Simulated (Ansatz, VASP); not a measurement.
**One calculation of ZnS, two programs**

Contents of INCAR:

```
SYSTEM = ZnS
ALGO = Normal
EDIFF = 1E-6
ENCUT = 520
GGA = PS
ISIF = 2
ISMEAR = 0
LASPH = .True.
LCHARG = .False.
LREAL = .False.
LWAVE = .False.
NBANDS = 16
NELM = 100
PREC = Accurate
SIGMA = 0.05
```

The input KPOINTS:

```
k-points
0
Gamma
  10 10 10
  0 0 0
```

File POSCAR:

```
ZnS
1.0
    0.3360451046      2.8563833887      2.8563833887
    2.8563833887      0.3360451046      2.8563833887
    2.8563833887      2.8563833887      0.3360451046
Zn S
1 1
Direct
    0.0000000000      0.0000000000      0.0000000000
    0.7500000000      0.7500000000      0.7500000000
```

Input for Ansatz:

```yaml
crystal:
  lattice:
    - [0.3360451046, 2.8563833887, 2.8563833887]
    - [2.8563833887, 0.3360451046, 2.8563833887]
    - [2.8563833887, 2.8563833887, 0.3360451046]
  atoms:
    - { symbol: Zn, position: [0.0, 0.0, 0.0] }
    - { symbol: S, position: [0.75, 0.75, 0.75] }
basis:
  ecutwfc: 420
kpoints:
  mp_grid: { grid: [10, 10, 10] }
hamiltonian:
  xc: pbesol
scf:
  occupations: { method: gaussian, width: 0.05 }
output:
  forces: true
  stress: true
  eigenvalues: true
  write_density: true
  write_potential: true
  elf: true
  volumetric_format: npy
```

Alike in both runs: task single point; functional PBEsol; k mesh 10 × 10 × 10; occupations gaussian, width 0.05 eV; no spin polarisation.

```csv
,VASP,Ansatz
version,VASP 6.6.1,Ansatz 0.2.0
potentials or method,"VASP PAW PBE potentials, release 64 (Zn, S), cutoff 520 eV","scalar-relativistic, plane waves, PAW"
valence electrons in the cell,18,18
```

|  | VASP | Ansatz | Ansatz less VASP |
| --- | --- | --- | --- |
| gap on the k mesh at the Fermi level (eV) | 1.20 | 1.20 | 0.000 |
| least direct gap on the mesh (eV) | 1.20 | 1.20 | 0.000 |
| pressure (GPa) | 3.9 | 3.8 | -0.18 |
| traceless stress, the component that is largest in VASP (GPa) | -7.09 | -7.05 | +0.038 |
| rms of the force components (eV/Å) | 0.354 | 0.347 | -0.0070 |

VASP's potentials were made for PBE, not for PBEsol. Atom by atom the forces differ by 0.007 eV/Å (rms over components).
